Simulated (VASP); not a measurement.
# Mg in VASP: a series of runs

The runs below take Mg through single point, with LDA.

All numbers are computed with VASP 6.6.1; they aren't measurements. Logs are shortened: lines on timing, memory, paths and dates and some standing lists are left out, and cuts for length are marked.

## 1. The cell of the first run

Symmetry: Fm-3m, No. 225, cubic system. The conventional cell has a = 4.577 Å, b = 4.577 Å, c = 4.577 Å, α = 90.00°, β = 90.00°, γ = 90.00°. Within 4.3 Å of Mg (site symmetry m-3m) lie 12 Mg at 3.24 Å.

This isn't the form of Mg at room conditions, which is hcp.

## 2. Single point, LDA (23.96 Å³/atom)

File INCAR:

```
SYSTEM = Mg
PREC = Accurate
ENCUT = 520
EDIFF = 1E-6
ISMEAR = -1
SIGMA = 0.03
LREAL = .False.
LASPH = .True.
NELM = 60
ALGO = Normal
ISIF = 2
LWAVE = .False.
LCHARG = .False.
NBANDS = 7
```

File KPOINTS:

```
regular mesh
0
Gamma
  16 16 16
  0 0 0
```

File POSCAR:

```
Mg
1.0
    0.0000000000      2.2882721944      2.2882721944
    2.2882721944      0.0000000000      2.2882721944
    2.2882721944      2.2882721944      0.0000000000
Mg
1
Direct
    0.0000000000      0.0000000000      0.0000000000
```

Potentials or basis: VASP PAW LDA potentials, release 64 (Mg).

Command:

```
$ cat potpaw_LDA.64/Mg/POTCAR > POTCAR
$ mpirun -np 1 vasp_std > vasp.out
```

OUTCAR:

```text
SYSTEM = Mg
   PREC = Accurate
   ENCUT = 520
   EDIFF = 1E-6
   ISMEAR = -1
   LREAL = .False.
   LASPH = .True.
   NELM = 60
   ISIF = 2

 ion  position               nearest neighbor table
   1  0.000  0.000  0.000-

  LATTYP: Found a face centered cubic cell.
 ALAT       =     4.5765443888

  Lattice vectors:

 A1 = (   0.0000000000,   2.2882721944,   2.2882721944)
 A2 = (   2.2882721944,   0.0000000000,   2.2882721944)
 A3 = (   2.2882721944,   2.2882721944,   0.0000000000)

Analysis of symmetry for initial positions (statically):
=====================================================================
 Subroutine PRICEL returns:
 Original cell was already a primitive cell.

 Routine SETGRP: Setting up the symmetry group for a
 face centered cubic supercell.

 Subroutine GETGRP returns: Found 48 space group operations
 (whereof 48 operations were pure point group operations)
 out of a pool of 48 trial point group operations.

The static configuration has the point symmetry O_h .

Analysis of symmetry for dynamics (positions and initial velocities):
=====================================================================
 Subroutine PRICEL returns:
 Original cell was already a primitive cell.

 Routine SETGRP: Setting up the symmetry group for a
 face centered cubic supercell.

 Subroutine GETGRP returns: Found 48 space group operations
 (whereof 48 operations were pure point group operations)
 out of a pool of 48 trial point group operations.

The dynamic configuration has the point symmetry O_h .

 Subroutine INISYM returns: Found 48 space group operations
 (whereof 48 operations are pure point group operations),
 and found     1 'primitive' translations

----------------------------------------------------------------------------------------

                                     Primitive cell

  volume of cell :      23.9637

  direct lattice vectors                    reciprocal lattice vectors
     0.000000000  2.288272194  2.288272194    -0.218505474  0.218505474  0.218505474
     2.288272194  0.000000000  2.288272194     0.218505474 -0.218505474  0.218505474
     2.288272194  2.288272194  0.000000000     0.218505474  0.218505474 -0.218505474

  length of vectors
     3.236105572  3.236105572  3.236105572     0.378462582  0.378462582  0.378462582

  position of ions in fractional coordinates (direct lattice)
     0.000000000  0.000000000  0.000000000

  ion indices of the primitive-cell ions
   primitive index   ion index
                 1           1

----------------------------------------------------------------------------------------

 KPOINTS: regular mesh

Automatic generation of k-mesh.
 Grid dimensions read from file:
 generate k-points for:   16   16   16

 Generating k-lattice:

  Cartesian coordinates                     Fractional coordinates (reciprocal lattice)
    -0.013656592  0.013656592  0.013656592     0.062500000  0.000000000  0.000000000
     0.013656592 -0.013656592  0.013656592     0.000000000  0.062500000  0.000000000
     0.013656592  0.013656592 -0.013656592     0.000000000  0.000000000  0.062500000

  Length of vectors
     0.023653911  0.023653911  0.023653911

  Shift w.r.t. Gamma in fractional coordinates (k-lattice)
     0.000000000  0.000000000  0.000000000

 Subroutine IBZKPT returns following result:
 ===========================================

 Found    145 irreducible k-points:

 Following reciprocal coordinates:
            Coordinates               Weight
  0.000000  0.000000  0.000000      1.000000
  0.062500  0.000000  0.000000      8.000000
  0.125000  0.000000  0.000000      8.000000
  0.187500  0.000000  0.000000      8.000000
  0.250000  0.000000  0.000000      8.000000
  0.312500  0.000000  0.000000      8.000000
[... 16 lines left out ...]
 -0.125000  0.062500  0.000000     24.000000
 -0.062500  0.062500  0.000000     12.000000
 [... further k-points ...]
   k-points           NKPTS =    145   k-points in BZ     NKDIM =    145   number of bands    NBANDS=      7
   number of dos      NEDOS =    301   number of ions     NIONS =      1
   total plane-waves  NPLWV =  13824
   dimension x,y,z NGX =    24 NGY =   24 NGZ =   24
   dimension x,y,z NGXF=    48 NGYF=   48 NGZF=   48
   ions per type =               1
   NGX,Y,Z   is equivalent  to a cutoff of  12.33, 12.33, 12.33 a.u.
   NGXF,Y,Z  is equivalent  to a cutoff of  24.66, 24.66, 24.66 a.u.
 SYSTEM =  Mg
   PREC   = accura    normal or accurate (medium, high low for compatibility)
   ISTART =      0    job   : 0-new  1-cont  2-samecut
   ICHARG =      2    charge: 1-file 2-atom 10-const
   ISPIN  =      1    spin polarized calculation?
   LNONCOLLINEAR =      F non collinear calculations
   LSORBIT =      F    spin-orbit coupling
   LASPH  =      T    aspherical Exc in radial PAW
   ENCUT  =  520.0 eV  38.22 Ry    6.18 a.u.   6.02  6.02  6.02*2*pi/ulx,y,z
   NELM   =     60;   NELMIN=  2; NELMDL= -5     # of ELM steps
   EDIFF  = 0.1E-05   stopping-criterion for ELM
   LREAL  =      F    real-space projection
   EDIFFG = 0.1E-04   stopping-criterion for IOM
   NSW    =      0    number of steps for IOM
   IBRION =     -1    ionic relax: 0-MD 1-quasi-New 2-CG
   NFREE  =      0    steps in history (QN), initial steepest desc. (CG)
   ISIF   =      2    stress and relaxation
   ISYM   =      2    0-nonsym 1-usesym 2-fastsym
   POTIM  = 0.5000    time-step for ionic-motion
   TEBEG  =    0.0;   TEEND  =   0.0 temperature during run
   PSTRESS=    0.0 pullay stress
   NELECT =       2.0000    total number of electrons
   NUPDOWN=      -1.0000    fix difference up-down
   EMIN   =  10.00;   EMAX   =-10.00  energy-range for DOS
   EFERMI =   0.00;   METHOD = LEGACY
   ISMEAR =    -1;   SIGMA  =   0.03  broadening in eV -4-tet -1-fermi 0-gaus
   EFERMI_NEDOS =   21; number of points for ismear=-14 and -15
   IALGO  =     38    algorithm
   IMIX   =      4    mixing-type and parameters
     AMIX     =   0.40;   BMIX     =  1.00
     AMIX_MAG =   1.60;   BMIX_MAG =  1.00
  volume/ion in A,a.u.               =      23.96       161.71
  Fermi-wavevector in a.u.,A,eV,Ry     =   0.715430  1.351967  6.964007  0.511840
  Thomas-Fermi vector in A             =   1.803589
   LORBIT       =      0    0 simple, 1 ext, 2 COOP (PROOUT), +10 PAW based schemes
   GGA     = CA    functional components
   LHFCALC =     F    Hartree Fock is set to
   AEXX    =    0.0000 exact exchange contribution
   IVDW    =     0    specifies the selected vdW correction
   LEPSILON=     F    determine dielectric tensor
   LRPA    =     F    only Hartree local field effects (RPA)
 non-spin polarized calculation
  energy-cutoff  :      520.00
  volume of cell :       23.96
 maximum number of plane-waves:       660
   NGX = 13   NGY = 13   NGZ = 13

 number of electron       2.0000000 magnetization

 Free energy of the ion-electron system (eV)
  ---------------------------------------------------
  ext. energy  EPLUGINS =         0.00000000
  ---------------------------------------------------
  free energy    TOTEN  =        -1.76830472 eV

  energy without entropy =       -1.76678740  energy(sigma->0) =       -1.76754606

 E-fermi :   2.2309     XC(G=0):  -8.5426

 val. band max:        2.1702573725   @ k =  -0.3750   0.1875   0.0625
 cond. band min:       2.2453576425   @ k =  -0.3750   0.4375   0.1250
 fundamental gap:      0.0751002700
 Fermi energy:         2.2308544311

 k-point     1 :       0.0000    0.0000    0.0000
  band No.  band energies     occupation
      1      -4.4861      2.00000
      2      14.2884      0.00000
      3      14.2884      0.00000
      4      14.2884      0.00000
      5      15.8519      0.00000
      6      15.8519      0.00000
      7      15.8519      0.00000

 k-point     2 :       0.0625    0.0000    0.0000
  band No.  band energies     occupation
      1      -4.4018      2.00000
      2      12.9007      0.00000
      3      14.0501      0.00000
      4      14.0501      0.00000
      5      16.0666      0.00000
      6      16.2303      0.00000
      7      16.2303      0.00000

 k-point     3 :       0.1250    0.0000    0.0000
  band No.  band energies     occupation
      1      -4.1494      2.00000
      2      10.9009      0.00000
      3      13.6430      0.00000
      4      13.6430      0.00000
      5      15.8750      0.00000
      6      17.0411      0.00000
      7      17.0411      0.00000

 k-point     4 :       0.1875    0.0000    0.0000
  band No.  band energies     occupation
      1      -3.7302      2.00000
      2       8.9241      0.00000
      3      13.2955      0.00000
      4      13.2955      0.00000
      5      15.6206      0.00000
      6      17.1220      0.00000
      7      17.1220      0.00000

 k-point     5 :       0.2500    0.0000    0.0000
  band No.  band energies     occupation
      1      -3.1461      2.00000
      2       7.0416      0.00000
      3      13.0610      0.00000
      4      13.0610      0.00000
      5      15.4232      0.00000
      6      16.1631      0.00000
      7      16.1631      0.00000
[... 161 lines left out ...]
 k-point    22 :      -0.1875    0.0625    0.0000
  band No.  band energies     occupation
      1      -3.4795      2.00000
      2       8.3334      0.00000
      3      11.6689      0.00000
      4      14.2483      0.00000
      5      15.8706      0.00000
      6      16.1494      0.00000
      7      17.0500      0.00000

 k-point    23 :      -0.1250    0.0625    0.0000
  band No.  band energies     occupation
      1      -3.9535      2.00000
      2      10.2470      0.00000
      3      12.0446      0.00000
      4      14.4696      0.00000
      5      16.3524      0.00000
      6      16.5377      0.00000
      7      17.0387      0.00000

 k-point    24 :      -0.0625    0.0625    0.0000
  band No.  band energies     occupation
      1      -4.2615      2.00000
      2      12.0221      0.00000
      3      12.7230      0.00000
      4      14.5062      0.00000
      5      16.0155      0.00000
      6      16.3823      0.00000
      7      16.9473      0.00000

 [... further k-points ...]
[... 5 lines left out ...]
  --------------------------------------------------------------------------------------
  -------------------------------------------------------------------------------------
  Total       -0.5044074     -0.5044074     -0.5044074      0.0000000      0.0000000      0.0000000
  in kB      -33.7239936    -33.7239936    -33.7239936      0.0000000      0.0000000      0.0000000
  external PRESSURE =     -33.7239936 kB  Pullay stress =       0.0000000 kB

 VOLUME and BASIS-vectors are now :
 -----------------------------------------------------------------------------
  energy-cutoff  :      520.00
  volume of cell :       23.96
      direct lattice vectors                 reciprocal lattice vectors
     0.000000000  2.288272194  2.288272194    -0.218505474  0.218505474  0.218505474
     2.288272194  0.000000000  2.288272194     0.218505474 -0.218505474  0.218505474
     2.288272194  2.288272194  0.000000000     0.218505474  0.218505474 -0.218505474

 POSITION                                       TOTAL-FORCE (eV/Angst)
 -----------------------------------------------------------------------------------
      0.00000      0.00000      0.00000         0.000000     -0.000000     -0.000000
 -----------------------------------------------------------------------------------
    total drift:                                0.000000     -0.000000     -0.000000

  FREE ENERGIE OF THE ION-ELECTRON SYSTEM (eV)
  ---------------------------------------------------
  free  energy   TOTEN  =        -1.7683047243 eV

  energy  without entropy=       -1.7667874032  energy(sigma->0) =       -1.76754606
```

Wall time 15 s (1 thread of Intel Xeon 8259CL, shared host); peak memory 0.14 GiB.

What came out:

| Quantity | Value |
| --- | --- |
| Free energy | -1.7683 eV |
| Pressure | -3.4 GPa |
| Band gap on the k mesh | zero (bands 1 and 2 overlap by 2.76 eV) |

Caveat: the cell stands under tension.

## 3. Single point, LDA (equal xx and yy strain of -3 %)

File INCAR:

```
PREC     = Accurate       # precision mode
ENCUT    = 520            # plane-wave cutoff, eV
EDIFF    = 1E-6           # SCF threshold, eV
ISMEAR   = -1             # smearing method
SIGMA    = 0.03           # smearing width, eV
LREAL    = F              # projectors in reciprocal space
LASPH    = T              # aspherical terms in the spheres
NELM     = 100            # most SCF steps
ALGO     = Normal         # electronic algorithm
ISIF     = 2              # what is computed and relaxed
LWAVE    = F              # write WAVECAR
LCHARG   = F              # write CHGCAR
NBANDS   = 7              # bands
```

File KPOINTS:

```
regular mesh
0
Gamma
  16 16 16
```

File POSCAR:

```
Mg
1.0
    0.0000000000      2.1769283200      2.2442560000
    2.1769283200      0.0000000000      2.2442560000
    2.1769283200      2.1769283200      0.0000000000
Mg
1
Direct
    0.0000000000      0.0000000000      0.0000000000
```

Potentials or basis: VASP PAW LDA potentials, release 64 (Mg).

Command:

```
$ cat potpaw_LDA.64/Mg/POTCAR > POTCAR
$ mpirun -np 1 vasp_std > vasp.out
```

Wall time 34 s (1 thread of Intel Xeon 8259CL, shared host); peak memory 0.17 GiB.

Results (log left out):

```
Free energy            : -1.7949 eV
Pressure               : 0.6 GPa
Band gap on the k mesh : zero (bands 1 and 2 overlap by 2.87 eV)
```

Stress tensor (GPa, compression positive):
```
0.64 0.00 0.00
0.00 0.64 0.00
0.00 0.00 0.56
```

Levels at points of the mesh, in eV from the Fermi level:
| k point | band 1 | band 2 | band 3 | band 4 |
| --- | --- | --- | --- | --- |
| (0.00, 0.00, 0.00) | -7.24 | 12.62 | 12.86 | 12.86 |
| (0.50, 0.00, 0.00) | -1.80 | -1.32 | 11.34 | 11.95 |
| (0.50, 0.50, 0.00) | -0.50 | 0.52 | 6.48 | 7.60 |
| (0.50, 0.00, 0.50) | -0.10 | 0.99 | 6.16 | 7.07 |

Caveat: the cell differs from its parent crystal (equal xx and yy strain of -3 %).

The gap in the log of VASP goes by the Fermi energy; the results here count the filled bands.